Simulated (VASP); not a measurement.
# ScAl9 in VASP: notebook

ScAl9 is run at these levels: PBE; tasks: single point.

All numbers are computed with VASP 6.6.1; they aren't measurements. Logs are shortened: lines on timing, memory, paths and dates and some standing lists are left out, and cuts for length are marked.

## 1. The cell of the first run

The cell holds a disordered packing, 20 atoms: a = 7.447 Å, b = 6.678 Å, c = 7.103 Å, α = 91.08°, β = 90.86°, γ = 90.21°.

## 2. Single point, PBE

File INCAR:

```
SYSTEM = ScAl9
  PREC = Accurate
  ENCUT = 400
  EDIFF = 1E-6
  ISMEAR = -1
  SIGMA = 0.0922
  LREAL = Auto
  LASPH = .True.
  NELM = 120
  ALGO = Normal
  ISIF = 2
  LWAVE = .False.
  LCHARG = .False.
  GGA = PE
  ISYM = -1
  NBANDS = 54
  GGA_COMPAT = .False.
```

File KPOINTS:

```
explicit points
1
Reciprocal
  0.25000000   0.25000000   0.25000000 1
```

File POSCAR:

```
ScAl9
1.0
    7.4469130000     -0.0134000000     -0.0543370000
   -0.0134000000      6.6775230000     -0.0651690000
   -0.0543370000     -0.0651690000      7.1022430000
Al Sc
18 2
Direct
    0.4194666048      0.6244725969      0.6886905745
    0.2825864701      0.2684267749      0.4695684174
    0.5029143773      0.9406179806      0.0466962327
    0.4466756818      0.5329684853      0.2692670526
    0.2024512074      0.6529735323      0.9741738242
    0.7006020408      0.2953254577      0.1591012414
    0.7313416144      0.9719937525      0.7438147033
    0.2319947251      0.8615786083      0.3111025790
    0.0233128816      0.4934163507      0.3058914208
    0.2131259704      0.2964904650      0.0591233802
   -0.0789539889      0.1519247602      0.3898949475
    0.5221197480      0.2949852805      0.8319843909
    0.9710628346     -0.0150167546      0.0048341087
    0.7725458719      0.5537898205     -0.1133645028
    0.0225536668      0.3075784014      0.7271959120
    0.7027965124      0.4243938780      0.5231537669
    0.7508539491      0.6746389208      0.2141427286
    0.5576798707      0.0250481729      0.3774009162
    0.0042950945      0.7042298308      0.5785471345
    0.2626517645     -0.0012387996      0.7958746241
```

Potentials or basis: VASP PAW PBE potentials, release 64 (Al, Sc_sv).

Run with:

```
$ cat potpaw_PBE.64/Al/POTCAR potpaw_PBE.64/Sc_sv/POTCAR > POTCAR
$ mpirun -np 1 vasp_std > vasp.out
```

OUTCAR:

```text
SYSTEM = ScAl9
   PREC = Accurate
   ENCUT = 400
   EDIFF = 1E-6
   ISMEAR = -1
   LREAL = Auto
   LASPH = .True.
   NELM = 120
   ISIF = 2
   GGA = PE
   ISYM = -1

 ion  position               nearest neighbor table
   1  0.419  0.624  0.689-  12 2.56   5 2.62  16 2.77  20 2.86   2 2.98  14 3.01   4 3.04  19 3.23
                             7 3.29   3 3.32
   2  0.283  0.268  0.470-   4 2.60  15 2.69  18 2.70   9 2.71  11 2.85   8 2.94  10 2.96  20 2.97
                             1 2.98  12 3.11  16 3.31
   3  0.503  0.941  0.047-  18 2.43  20 2.54   7 2.77  17 2.83   8 2.83  12 2.84   6 2.88   5 2.98
                             4 3.20  10 3.22   1 3.32
   4  0.447  0.533  0.269-  17 2.49   6 2.59   2 2.60  16 2.72   8 2.73  10 2.75   5 2.88   1 3.04
                             9 3.18   3 3.20
   5  0.202  0.653  0.974-  10 2.47   1 2.62  20 2.69   8 2.75  13 2.82   4 2.88   9 2.94   3 2.98
                            15 3.15  19 3.18  14 3.31
   6  0.701  0.295  0.159-  11 2.51  17 2.58   4 2.59  18 2.63  12 2.66  14 2.68  16 2.71   3 2.88
                             9 2.91  13 3.09
   7  0.731  0.972  0.744-  13 2.55  12 2.73   3 2.77  18 2.92  19 2.95  14 3.00  15 3.12  11 3.16
                             1 3.29
   8  0.232  0.862  0.311-  18 2.69   4 2.73   5 2.75  19 2.78   3 2.83   9 2.90   2 2.94  13 3.02
                            11 3.08
   9  0.023  0.493  0.306-  19 2.38  17 2.45  11 2.49  10 2.61   2 2.71  16 2.90   8 2.90   6 2.91
                             5 2.94   4 3.18  15 3.26
  10  0.213  0.296  0.059-   5 2.47   9 2.61  20 2.73  15 2.74   4 2.75  13 2.77  12 2.83   2 2.96
                             3 3.22
  11  0.921  0.152  0.390-   9 2.49   6 2.51  16 2.62  15 2.69  18 2.83   2 2.85  13 2.96   8 3.08
                             7 3.16  19 3.36
  12  0.522  0.295  0.832-   1 2.56  14 2.56   6 2.66   7 2.73  16 2.74  20 2.77  10 2.83   3 2.84
                             2 3.11
  13  0.971  0.985  0.005-   7 2.55  20 2.65  10 2.77   5 2.82  11 2.96  15 2.98   8 3.02  17 3.06
                             6 3.09  14 3.32
  14  0.773  0.554  0.887-  17 2.46  12 2.56   6 2.68  15 2.73  16 2.75  19 2.99   7 3.00   1 3.01
                             5 3.31  13 3.32
  15  0.023  0.308  0.727-  11 2.69   2 2.69  14 2.73  10 2.74  20 2.78  19 2.87  16 2.89  13 2.98
                             7 3.12   5 3.15   9 3.26
  16  0.703  0.424  0.523-  11 2.62   6 2.71   4 2.72  12 2.74  14 2.75   1 2.77  17 2.81  15 2.89
                             9 2.90  19 2.93  18 3.03   2 3.31
  17  0.751  0.675  0.214-   9 2.45  14 2.46   4 2.49   6 2.58  16 2.81   3 2.83  18 2.98  13 3.06
                            19 3.18
  18  0.558  0.025  0.377-   3 2.43   6 2.63   8 2.69   2 2.70  11 2.83   7 2.92  17 2.98  16 3.03

  19  0.004  0.704  0.579-   9 2.38   8 2.78  15 2.87  16 2.93   7 2.95  14 2.99  20 3.12   5 3.18
                            17 3.18   1 3.23  11 3.36
  20  0.263  0.999  0.796-   3 2.54  13 2.65   5 2.69  10 2.73  12 2.77  15 2.78   1 2.86   2 2.97
                            19 3.12

IMPORTANT INFORMATION: All symmetrisations will be switched off!
NOSYMM: (Re-)initialisation of all symmetry stuff for point group C_1.

----------------------------------------------------------------------------------------

                                     Primitive cell

  volume of cell :     353.1200

  direct lattice vectors                    reciprocal lattice vectors
     7.446913000 -0.013400000 -0.054337000     0.134291848  0.000279540  0.001029989
    -0.013400000  6.677523000 -0.065169000     0.000279540  0.149770124  0.001376404
    -0.054337000 -0.065169000  7.102243000     0.001029989  0.001376404  0.140821099

  length of vectors
     7.447123290  6.677854444  7.102749829     0.134296089  0.149776709  0.140831592

  position of ions in fractional coordinates (direct lattice)
     0.419466605  0.624472597  0.688690575
     0.282586470  0.268426775  0.469568417
     0.502914377  0.940617981  0.046696233
     0.446675682  0.532968485  0.269267053
     0.202451207  0.652973532  0.974173824
     0.700602041  0.295325458  0.159101241
[... 12 lines left out ...]
     0.004295095  0.704229831  0.578547134
     0.262651764  0.998761200  0.795874624

  ion indices of the primitive-cell ions
   primitive index   ion index
                 1           1
                 2           2
                 3           3
                 4           4
                 5           5
                 6           6
[... 12 lines left out ...]
                19          19
                20          20

----------------------------------------------------------------------------------------

 KPOINTS: explicit points

Read explicit list of k-points.

 Found      1 k-points:

 Following reciprocal coordinates:
            Coordinates               Weight
  0.250000  0.250000  0.250000      1.000000
   k-points           NKPTS =      1   k-points in BZ     NKDIM =      1   number of bands    NBANDS=     54
   number of dos      NEDOS =    301   number of ions     NIONS =     20
   total plane-waves  NPLWV = 115200
   dimension x,y,z NGX =    50 NGY =   48 NGZ =   48
   dimension x,y,z NGXF=   100 NGYF=   96 NGZF=   96
   ions per type =              18   2
   NGX,Y,Z   is equivalent  to a cutoff of  11.16, 11.95, 11.23 a.u.
   NGXF,Y,Z  is equivalent  to a cutoff of  22.32, 23.90, 22.47 a.u.
 SYSTEM =  ScAl9
   PREC   = accura    normal or accurate (medium, high low for compatibility)
   ISTART =      0    job   : 0-new  1-cont  2-samecut
   ICHARG =      2    charge: 1-file 2-atom 10-const
   ISPIN  =      1    spin polarized calculation?
   LNONCOLLINEAR =      F non collinear calculations
   LSORBIT =      F    spin-orbit coupling
   LASPH  =      T    aspherical Exc in radial PAW
   ENCUT  =  400.0 eV  29.40 Ry    5.42 a.u.  12.14 10.89 11.58*2*pi/ulx,y,z
   NELM   =    120;   NELMIN=  2; NELMDL= -5     # of ELM steps
   EDIFF  = 0.1E-05   stopping-criterion for ELM
   LREAL  =      T    real-space projection
   EDIFFG = 0.1E-04   stopping-criterion for IOM
   NSW    =      0    number of steps for IOM
   IBRION =     -1    ionic relax: 0-MD 1-quasi-New 2-CG
   NFREE  =      0    steps in history (QN), initial steepest desc. (CG)
   ISIF   =      2    stress and relaxation
   ISYM   =     -1    0-nonsym 1-usesym 2-fastsym
   POTIM  = 0.5000    time-step for ionic-motion
   TEBEG  =    0.0;   TEEND  =   0.0 temperature during run
   PSTRESS=    0.0 pullay stress
   NELECT =      76.0000    total number of electrons
   NUPDOWN=      -1.0000    fix difference up-down
   EMIN   =  10.00;   EMAX   =-10.00  energy-range for DOS
   EFERMI =   0.00;   METHOD = LEGACY
   ISMEAR =    -1;   SIGMA  =   0.09  broadening in eV -4-tet -1-fermi 0-gaus
   EFERMI_NEDOS =   21; number of points for ismear=-14 and -15
   IALGO  =     38    algorithm
   IMIX   =      4    mixing-type and parameters
     AMIX     =   0.40;   BMIX     =  1.00
     AMIX_MAG =   1.60;   BMIX_MAG =  1.00
  volume/ion in A,a.u.               =      17.66       119.15
  Fermi-wavevector in a.u.,A,eV,Ry     =   0.981082  1.853976 13.095901  0.962522
  Thomas-Fermi vector in A             =   2.112061
   LORBIT       =      0    0 simple, 1 ext, 2 COOP (PROOUT), +10 PAW based schemes
   GGA     = PE    functional components
   LHFCALC =     F    Hartree Fock is set to
   AEXX    =    0.0000 exact exchange contribution
   IVDW    =     0    specifies the selected vdW correction
   LEPSILON=     F    determine dielectric tensor
   LRPA    =     F    only Hartree local field effects (RPA)
 non-spin polarized calculation
  energy-cutoff  :      400.00
  volume of cell :      353.12
 maximum number of plane-waves:      6410
 NGX is ok and might be reduce to    48
   NGX = 25   NGY = 21   NGZ = 23

 number of electron      76.0000007 magnetization

 Free energy of the ion-electron system (eV)
  ---------------------------------------------------
  ext. energy  EPLUGINS =         0.00000000
  ---------------------------------------------------
  free energy    TOTEN  =       -76.29817933 eV

  energy without entropy =      -76.13072740  energy(sigma->0) =      -76.21445337

 E-fermi :   6.9876     XC(G=0): -10.0209

 val. band max:        6.7592425798   @ k =   0.2500   0.2500   0.2500
 cond. band min:       7.1939776153   @ k =   0.2500   0.2500   0.2500
 fundamental gap:      0.4347350355
 Fermi energy:         6.9876448759

 k-point     1 :       0.2500    0.2500    0.2500
  band No.  band energies     occupation
      1     -42.1455      2.00000
      2     -41.8353      2.00000
      3     -20.9200      2.00000
      4     -20.8569      2.00000
      5     -20.8076      2.00000
      6     -20.6525      2.00000
[... 42 lines left out ...]
     49       8.9913      0.00000
     50       9.0731      0.00000
 [bands above 50 left out]

------------------------ aborting loop because EDIFF is reached ----------------------------------------

  FORCE on cell =-STRESS in cart. coord.  units (eV):
  Direction    XX          YY          ZZ          XY          YZ          ZX
  --------------------------------------------------------------------------------------
  -------------------------------------------------------------------------------------
  Total       18.7051211     13.4639739     13.2394284      4.6101050     -1.0963520     10.1292884
  in kB       84.8689308     61.0887824     60.0699738     20.9169820     -4.9743713     45.9586375
  external PRESSURE =      68.6758957 kB  Pullay stress =       0.0000000 kB

 VOLUME and BASIS-vectors are now :
 -----------------------------------------------------------------------------
  energy-cutoff  :      400.00
  volume of cell :      353.12
      direct lattice vectors                 reciprocal lattice vectors
     7.446913000 -0.013400000 -0.054337000     0.134291848  0.000279540  0.001029989
    -0.013400000  6.677523000 -0.065169000     0.000279540  0.149770124  0.001376404
    -0.054337000 -0.065169000  7.102243000     0.001029989  0.001376404  0.140821099

 POSITION                                       TOTAL-FORCE (eV/Angst)
 -----------------------------------------------------------------------------------
      3.07794      4.11943      4.82776        -0.049262      0.401937     -1.208378
      2.07528      1.75804      3.30214         0.005087      0.411480     -0.037457
      3.73002      6.27122      0.24302         0.908437     -0.233007      0.300753
      3.30458      3.53538      1.85340        -1.137152      0.290304      0.371310
      1.44595      4.29405      6.86527        -0.776162      0.017354     -0.006680
      5.20472      1.95229      1.07266         0.018600     -0.720480     -1.115558
[... 12 lines left out ...]
     -0.00889      4.66475      4.06285        -0.352558      2.387398      2.263660
      1.89932      6.61387      5.57314         0.190287     -0.125454     -2.419893
 -----------------------------------------------------------------------------------
    total drift:                               -0.000970      0.006565      0.001521

  FREE ENERGIE OF THE ION-ELECTRON SYSTEM (eV)
  ---------------------------------------------------
  free  energy   TOTEN  =       -76.2981793299 eV

  energy  without entropy=      -76.1307274006  energy(sigma->0) =      -76.21445337
```

Run time: 26 s. Hardware: 1 thread of Intel Xeon Platinum 8488C (Sapphire Rapids), shared host; peak memory 0.31 GiB.

Results:

```
Free energy   : -76.2982 eV
Pressure      : 6.9 GPa
Largest force : 3.309 eV/Å
```

Forces in eV/Å, atoms in the order of the input:
```
Al  -0.049  0.402 -1.208
Al   0.005  0.411 -0.037
Al   0.908 -0.233  0.301
Al  -1.137  0.290  0.371
Al  -0.776  0.017 -0.007
Al   0.019 -0.720 -1.116
Al  -0.500  0.070 -0.879
Al  -0.218  0.291  0.444
Al   1.256 -1.048 -2.347
Al   0.644 -1.415  0.991
Al   0.590 -2.083  0.211
Al  -0.451 -0.695  0.367
Al  -0.748 -0.164  0.864
Al   0.586  0.549 -0.806
Al  -0.630  0.127  0.186
Al  -0.144 -0.031  0.132
Al   0.136  2.105  1.032
Al   0.672 -0.137  1.659
Sc  -0.353  2.387  2.264
Sc   0.190 -0.125 -2.420
```

Stress tensor (GPa, compression positive):
```
 8.49  2.09  4.60
 2.09  6.11 -0.50
 4.60 -0.50  6.01
```

Levels at points of the mesh, in eV from the Fermi level:
```tsv
k point	band 36	band 37	band 38	band 39	band 40	band 41
(0.25, 0.25, 0.25)	-0.52	-0.29	-0.23	0.21	0.36	0.52
```

Caveat: the atoms stand as in a frame of molecular dynamics.

## 3. Single point, PBE

File INCAR:

```
SYSTEM = ScAl9
PREC     = Accurate       ! precision mode
ENCUT    = 400            ! plane-wave cutoff, eV
EDIFF    = 1E-6           ! SCF threshold, eV
ISMEAR   = -1             ! smearing method
SIGMA    = 0.0922         ! smearing width, eV
LREAL    = Auto         
LASPH    = .True.         ! aspherical terms in the spheres
NELM     = 120            ! most SCF steps
ALGO     = Normal         ! electronic algorithm
ISIF     = 2              ! what is computed and relaxed
LWAVE    = .False.        ! write WAVECAR
LCHARG   = .True.         ! write CHGCAR
GGA      = PE             ! functional
LELF     = .True.         ! ELF
LVHAR    = .True.       
NBANDS   = 54             ! bands
ISYM     = -1           
GGA_COMPAT= .False.
```

KPOINTS is that of step 2.

File POSCAR:

```
ScAl9
1.0
    7.4469130000     -0.0134000000     -0.0543370000
   -0.0134000000      6.6775230000     -0.0651690000
   -0.0543370000     -0.0651690000      7.1022430000
Al Sc
18 2
Direct
    0.4231676271      0.6661036337      0.5584539936
    0.2724530522      0.3271981307      0.3755032680
    0.4434394603      0.9254890087     -0.0005055638
    0.4563677424      0.6123585369      0.1818331825
    0.2782974776      0.6058479014      0.8638633389
    0.6890181053      0.2622660124      0.1394909736
    0.7572198616      0.9938524822      0.7600862753
    0.2217155598      0.8813962543      0.3039139988
    0.0359721362      0.5413447442      0.1939258504
    0.2709991240      0.2665882484      0.0217092782
   -0.0645334481      0.1348443565      0.4602961512
    0.5568439958      0.3349947437      0.7976859570
    0.9742811576      0.0258465251      0.0963556031
    0.7429319849      0.6752751761     -0.0403377210
   -0.0682070678      0.3650801367      0.8307014756
    0.7169671017      0.4631203978      0.4980550419
    0.7698808511      0.8559687319      0.2766574788
    0.5174063200      0.0638385471      0.4343341394
    0.0248916090      0.6781020539      0.5757417436
    0.2195133034      0.0310600763      0.7069449537
```

Potentials or basis: VASP PAW PBE potentials, release 64 (Al, Sc_sv).

Run with:

```
$ cat potpaw_PBE.64/Al/POTCAR potpaw_PBE.64/Sc_sv/POTCAR > POTCAR
$ mpirun -np 1 vasp_std > vasp.out
```

Wall time 26 s (1 thread of Intel Xeon Platinum 8488C (Sapphire Rapids), shared host); peak memory 0.3 GiB.

The run converged. Its results:

| Item | Value |
| --- | --- |
| Free energy | -77.6183 eV |
| Pressure | 4.9 GPa |
| Largest force | 3.256 eV/Å |

Forces on the atoms (eV/Å):
```
Al   0.354  0.451 -0.958
Al  -0.325  0.447  0.742
Al   1.332  1.052  0.456
Al   0.693 -1.287  0.880
Al  -1.332 -0.134  0.205
Al  -0.238  0.021  0.518
Al   0.247  0.173 -0.236
Al   0.343  0.227  0.572
Al  -0.458 -0.539 -0.527
Al  -0.251  0.130  0.692
Al   0.196  0.981  0.001
Al  -0.758 -0.216 -0.177
Al   1.329  1.313 -2.667
Al   0.139 -0.212 -0.337
Al   0.468 -0.759  0.501
Al  -0.196 -0.154 -1.171
Al  -1.835 -1.876  1.096
Al   0.742  0.225  0.576
Sc  -0.309 -0.072 -0.194
Sc  -0.141  0.229  0.026
```

Stress tensor (GPa, compression positive):
```
 6.34  1.77  5.48
 1.77  0.80 -4.48
 5.48 -4.48  7.56
```

Levels at points of the mesh, in eV from the Fermi level:
| k point | band 34 | band 35 | band 36 | band 37 | band 38 | band 39 | band 40 | band 41 | band 42 | band 43 |
| --- | --- | --- | --- | --- | --- | --- | --- | --- | --- | --- |
| (0.25, 0.25, 0.25) | -0.91 | -0.83 | -0.46 | -0.32 | -0.18 | 0.17 | 0.40 | 0.61 | 0.79 | 0.91 |

Caveat: the atoms stand as in a frame of molecular dynamics.
